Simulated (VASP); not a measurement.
# BN in VASP: notebook, part 2 of 2

VASP 6.6.1. Earlier steps stand in the parts before.

### 3 Single point, PBE (uniaxial z strain -5.0%)

Input file INCAR:

```
  PREC = Accurate
  ENCUT = 520
  EDIFF = 1E-6
  ISMEAR = 0
  SIGMA = 0.01
  LREAL = False
  LASPH = True
  NELM = 100
  ALGO = Normal
  ISIF = 2
  LWAVE = False
  LCHARG = True
  GGA = PE
  LELF = True
  LVHAR = True
  NBANDS = 11
```

Input file KPOINTS:

```
regular mesh
0
Gamma
  8 8 8
```

Input file POSCAR:

```
BN
1.0
    0.0000000000      1.7458259401      1.6585346431
    1.7458259401      0.0000000000      1.6585346431
    1.7458259401      1.7458259401      0.0000000000
B N
1 1
Direct
    0.0000000000      0.0000000000      0.0000000000
    0.5000000000      0.5000000000      0.5000000000
```

Potentials or basis: VASP PAW PBE potentials, release 64 (B, N).

Command:

```
$ cat potpaw_PBE.64/B/POTCAR potpaw_PBE.64/N/POTCAR > POTCAR
$ mpirun -np 1 vasp_std > vasp.out
```

OUTCAR:

```text
PREC = Accurate
   ENCUT = 520
   EDIFF = 1E-6
   ISMEAR = 0
   LREAL = False
   LASPH = True
   NELM = 100
   ISIF = 2
   GGA = PE

 ion  position               nearest neighbor table
   1  0.000  0.000  0.000-   2 1.66   2 1.66   2 1.75   2 1.75   2 1.75   2 1.75
   2  0.500  0.500  0.500-   1 1.66   1 1.66   1 1.75   1 1.75   1 1.75   1 1.75

  LATTYP: Found a body centered tetragonal cell.
 ALAT       =     2.4689707220
 C/A-ratio  =     1.3435028843

  Lattice vectors:

 A1 = (   0.0000000000,  -1.7458259401,  -1.6585346431)
 A2 = (   0.0000000000,   1.7458259401,  -1.6585346431)
 A3 = (   1.7458259401,   0.0000000000,   1.6585346431)

Analysis of symmetry for initial positions (statically):
=====================================================================
 Subroutine PRICEL returns:
 Original cell was already a primitive cell.

 Routine SETGRP: Setting up the symmetry group for a
 body centered tetragonal supercell.

 Subroutine GETGRP returns: Found 16 space group operations
 (whereof 16 operations were pure point group operations)
 out of a pool of 16 trial point group operations.

The static configuration has the point symmetry D_4h.

Analysis of symmetry for dynamics (positions and initial velocities):
[... 166 lines left out ...]

 k-point     1 :       0.0000    0.0000    0.0000
  band No.  band energies     occupation
      1     -12.0849      2.00000
      2       9.3977      2.00000
      3      10.6637      2.00000
      4      10.6637      2.00000
      5      21.4994      0.00000
      6      22.8154      0.00000
      7      22.8154      0.00000
      8      25.8202      0.00000
      9      29.8015      0.00000
     10      29.8015      0.00000
     11      30.6289      0.00000
[... 309 lines left out ...]
 k-point    24 :       0.3750    0.0000    0.1250
  band No.  band energies     occupation
      1      -8.6242      2.00000
      2       2.0223      2.00000
      3       8.5793      2.00000
      4       9.1938      2.00000
      5      16.0658      0.00000
      6      19.9703      0.00000
      7      21.8669      0.00000
      8      25.9470      0.00000
      9      29.2429      0.00000
     10      38.1032      0.00000
     11      40.5522      0.00000

 [... further k-points ...]
[... 5 lines left out ...]
  --------------------------------------------------------------------------------------
  -------------------------------------------------------------------------------------
  Total        1.3927119      1.3927119      2.5452810      0.0000000      0.0000000      0.0000000
  in kB      220.7066624    220.7066624    403.3572653      0.0000000      0.0000000      0.0000000
  external PRESSURE =     281.5901967 kB  Pullay stress =       0.0000000 kB

 VOLUME and BASIS-vectors are now :
 -----------------------------------------------------------------------------
  energy-cutoff  :      520.00
  volume of cell :       10.11
      direct lattice vectors                 reciprocal lattice vectors
     0.000000000  1.745825940  1.658534643    -0.286397394  0.286397394  0.301470941
     1.745825940  0.000000000  1.658534643     0.286397394 -0.286397394  0.301470941
     1.745825940  1.745825940  0.000000000     0.286397394  0.286397394 -0.301470941

 POSITION                                       TOTAL-FORCE (eV/Angst)
 -----------------------------------------------------------------------------------
      0.00000      0.00000      0.00000         0.000000     -0.000000     -0.000000
      1.74583      1.74583      1.65853        -0.000000      0.000000      0.000000
 -----------------------------------------------------------------------------------
    total drift:                               -0.000000     -0.000000     -0.000000

  FREE ENERGIE OF THE ION-ELECTRON SYSTEM (eV)
  ---------------------------------------------------
  free  energy   TOTEN  =       -13.8721019541 eV

  energy  without entropy=      -13.8721019541  energy(sigma->0) =      -13.87210195
```

stdout:

```text
POSCAR found type information on POSCAR B N
 POSCAR found :  2 types and       2 ions
 scaLAPACK will be used
 LDA part: xc-table for (Slater+PW92), standard interpolation
 POSCAR, INCAR and KPOINTS ok, starting setup
 FFT: planning ... GRIDC
 FFT: planning ... GRID_SOFT
 FFT: planning ... GRID
 WAVECAR not read
 entering main loop
```

Run time: 7.8 s. Hardware: 1 thread of Intel Xeon Platinum 8259CL at 2.50GHz (Skylake/Cascade Lake), shared host; peak memory 0.11 GiB.

Results:

```
Free energy            : -13.8721 eV
Pressure               : 28.2 GPa
Band gap on the k mesh : 0.81 eV, indirect (least direct gap 5.47 eV)
```

Levels at points of the mesh, in eV from the valence-band top:
```
           k point  band 2  band 3  band 4  band 5  band 6  band 7
(0.00, 0.00, 0.00)   -1.82   -0.56   -0.56   10.28   11.60   11.60
(0.50, 0.00, 0.00)  -13.18   -0.97   -0.59    4.89    5.32    8.13
(0.50, 0.50, 0.00)  -12.49   -6.36   -6.36    0.81    8.17   14.95
(0.50, 0.00, 0.50)  -12.63   -6.49   -5.14    2.04    9.00   14.14
```

Caveat: the cell differs from its parent crystal (uniaxial z strain -5.0%). A k mesh can miss the band edges.

### 4 Single point, PBE (strain along [111] -2.0%)

Input file INCAR:

```
PREC = Accurate
ENCUT = 520
EDIFF = 1E-7
ISMEAR = 0
SIGMA = 0.01
LREAL = F
LASPH = T
NELM = 60
ALGO = Normal
ISIF = 2
LWAVE = F
LCHARG = T
GGA = PE
LELF = T
LVHAR = T
NBANDS = 11
```

Input file KPOINTS:

```
Automatic mesh
0
Gamma
  8 8 8
```

Input file POSCAR:

```
BN
1.0
   -0.0232776792      1.7225482609      1.7225482609
    1.7225482609     -0.0232776792      1.7225482609
    1.7225482609      1.7225482609     -0.0232776792
B N
1 1
Direct
    0.0000000000      0.0000000000      0.0000000000
    0.5000000000      0.5000000000      0.5000000000
```

Command:

```
$ cat potpaw_PBE.64/B/POTCAR potpaw_PBE.64/N/POTCAR > POTCAR
$ mpirun -np 1 vasp_std > vasp.out
```

Wall time 9.4 s (1 thread of Intel Xeon Platinum 8259CL at 2.50GHz (Skylake/Cascade Lake), shared host); peak memory 0.11 GiB.

It converged, with:

```yaml
Free_energy: -13.9189 eV
Pressure: 12.3 GPa
Band_gap_on_the_k_mesh: 1.37 eV, indirect (least direct gap 5.75 eV)
```

Stress tensor (GPa, compression positive):
```
12.27  8.68  8.68
 8.68 12.27  8.68
 8.68  8.68 12.27
```

Levels at points of the mesh, in eV from the valence-band top:
```
           k point  band 1  band 2  band 3  band 4  band 5  band 6  band 7  band 8  band 9
(0.00, 0.00, 0.00)  -22.81   -1.07   -1.07   -0.59    9.60   12.18   12.33   12.33   18.39
(0.50, 0.00, 0.00)  -17.57  -12.87   -0.71   -0.51    5.24    5.41    7.61   14.12   22.95
(0.50, 0.50, 0.00)  -14.58  -12.15   -5.98   -5.56    1.37    8.80   14.84   14.96   16.60
(0.50, 0.50, 0.50)  -17.33  -12.61   -0.86   -0.86    4.98    4.98    7.04   13.90   22.97
```

Caveat: the cell differs from its parent crystal (strain along [111] -2.0%).

### 5 Single point, PBE (epitaxial 111 strain +1.0%)

Input file INCAR:

```
SYSTEM = BN
ALGO     = Normal         ! electronic algorithm
EDIFF    = 1E-6           ! SCF threshold, eV
ENCUT    = 520            ! plane-wave cutoff, eV
GGA      = PE             ! functional
ISIF     = 2              ! what is computed and relaxed
ISMEAR   = 0              ! smearing method
LASPH    = .TRUE.         ! aspherical terms in the spheres
LCHARG   = .FALSE.        ! write CHGCAR
LREAL    = .FALSE.        ! projectors in reciprocal space
LWAVE    = .FALSE.        ! write WAVECAR
NBANDS   = 11             ! bands
NELM     = 100            ! most SCF steps
PREC     = Accurate       ! precision mode
SIGMA    = 0.01           ! smearing width, eV
```

Input file KPOINTS:

```
k-points
0
G
  8 8 8
  0 0 0
```

Input file POSCAR:

```
BN
1.0
   -0.0107435385      1.7525406610      1.7525406610
    1.7525406610     -0.0107435385      1.7525406610
    1.7525406610      1.7525406610     -0.0107435385
B N
1 1
Direct
    0.0000000000      0.0000000000      0.0000000000
    0.5000000000      0.5000000000      0.5000000000
```

Command:

```
$ cat potpaw_PBE.64/B/POTCAR potpaw_PBE.64/N/POTCAR > POTCAR
$ mpirun -np 1 vasp_std > vasp.out
```

Run time: 9 s. Hardware: 1 thread of Intel Xeon Platinum 8259CL at 2.50GHz (Skylake/Cascade Lake), shared host; peak memory 0.11 GiB.

The run converged. Its results:

```
Free energy            : -13.9392 eV
Pressure               : -4.0 GPa
Band gap on the k mesh : 1.13 eV, indirect (least direct gap 5.70 eV)
```

Stress tensor (GPa, compression positive):
```
-4.05  3.71  3.71
 3.71 -4.05  3.71
 3.71  3.71 -4.05
```

Levels at points of the mesh, in eV from the valence-band top:
| k point | band 1 | band 2 | band 3 | band 4 | band 5 | band 6 | band 7 | band 8 | band 9 |
| --- | --- | --- | --- | --- | --- | --- | --- | --- | --- |
| (0.00, 0.00, 0.00) | -22.19 | -0.90 | -0.90 | -0.69 | 8.82 | 11.87 | 11.94 | 11.94 | 18.38 |
| (0.50, 0.00, 0.00) | -17.12 | -12.39 | -0.60 | -0.51 | 5.19 | 5.27 | 7.17 | 13.43 | 22.49 |
| (0.50, 0.50, 0.00) | -14.36 | -11.63 | -5.58 | -5.40 | 1.13 | 8.89 | 14.38 | 14.43 | 16.00 |
| (0.50, 0.50, 0.50) | -17.01 | -12.27 | -0.67 | -0.67 | 5.07 | 5.07 | 6.93 | 13.33 | 22.49 |

Caveat: the cell differs from its parent crystal (epitaxial 111 strain +1.0%). A k mesh can miss the band edges.

### 6 Summary

```tsv
cell	gap on the mesh (eV)	pressure (GPa)
a = 2.481 Å, angles 60.0°, 2 atoms	1.22	-2.0
a = 2.408, b = 2.408, c = 2.469 Å, angles 59.2, 59.2, 61.7°, 2 atoms	0.81	28.2
a = 2.436 Å, angles 60.9°, 2 atoms	1.37	12.3
a = 2.478 Å, angles 60.4°, 2 atoms	1.13	-4.0
```

Alike in all rows: task single point; level PBE; potentials or basis VASP PAW PBE potentials, release 64 (B, N); no spin polarisation; k mesh 8 × 8 × 8; cutoff (eV) 520; smearing gaussian 0.01 eV.

Total energies depend on the potentials used, so only differences within one code and one set of settings carry meaning.
